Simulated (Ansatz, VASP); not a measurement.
BaTiO3: VASP beside Ansatz

INCAR

```
PREC     = Accurate       # precision mode
ENCUT    = 520            # plane-wave cutoff, eV
EDIFF    = 1E-8           # SCF threshold, eV
ISMEAR   = -1             # smearing method
SIGMA    = 0.08           # smearing width, eV
LREAL    = F              # projectors in reciprocal space
LASPH    = T              # aspherical terms in the spheres
NELM     = 80             # most SCF steps
ALGO     = Normal         # electronic algorithm
ISIF     = 2              # what is computed and relaxed
LWAVE    = F              # write WAVECAR
LCHARG   = F              # write CHGCAR
GGA      = PE             # functional
LEFG     = T            
NBANDS   = 28             # bands
```

KPOINTS

```
Automatic mesh
0
Gamma
  7 7 7
```

The input POSCAR:

```
BaTiO3
1.0
    3.9198040000      0.0000000000      0.0000000000
    0.0000000000      3.9198040000      0.0000000000
    0.0000000000      0.0000000000      4.0180000000
Ba Ti O
1 1 3
Direct
    0.0000000000      0.0000000000      0.0000000000
    0.5000000000      0.5000000000      0.4820000000
    0.5000000000      0.5000000000      0.0160000000
    0.5000000000      0.0000000000      0.5150000000
    0.0000000000      0.5000000000      0.5150000000
```

Input for Ansatz:

```yaml
crystal:
  lattice:
    - [3.919804, 0.0, 0.0]
    - [0.0, 3.919804, 0.0]
    - [0.0, 0.0, 4.018]
  atoms:
    - { symbol: Ba, position: [0.0, 0.0, 0.0] }
    - { symbol: Ti, position: [0.5, 0.5, 0.482] }
    - { symbol: O, position: [0.5, 0.5, 0.016] }
    - { symbol: O, position: [0.5, 0.0, 0.515] }
    - { symbol: O, position: [0.0, 0.5, 0.515] }
kpoints:
  mp_grid: { grid: [7, 7, 7] }
scf:
  occupations: { method: fermi_dirac, width: 0.08 }
hamiltonian:
  xc: pbe
  pseudopotentials: { kind: all_electron, datasets: crystal }
output:
  forces: true
  stress: true
  eigenvalues: true
  efg: { contact_densities: true }
```

Change from the starting cell: equal xx and yy strain of -2 %, crystal datasets.

Alike in both runs: task electric field gradients; functional PBE; k mesh 7 × 7 × 7; occupations fermi-dirac, width 0.08 eV; no spin polarisation.

|  | VASP | Ansatz |
| --- | --- | --- |
| version | VASP 6.6.1 | Ansatz 0.2.0 |
| potentials or method | VASP PAW PBE potentials, release 64 (Ba_sv, Ti_sv, O), cutoff 520 eV | all-electron PAW with datasets made for the crystal, scalar-relativistic |

```csv
,VASP,Ansatz,Ansatz less VASP
pressure (GPa),12.4,10.3,-2.07
"traceless stress, the component that is largest in VASP (GPa)",-1.93,-1.89,+0.033
rms of the force components (eV/Å),0.079,0.083,+0.0044
size of Vzz on the site where it differs most (V/Å²),15.6,16.2,+0.62
```

Atom by atom the forces differ by 0.017 eV/Å (rms over components). Ansatz ran all-electron here, and VASP with PAW potentials.

Spin-orbit coupling is off throughout.
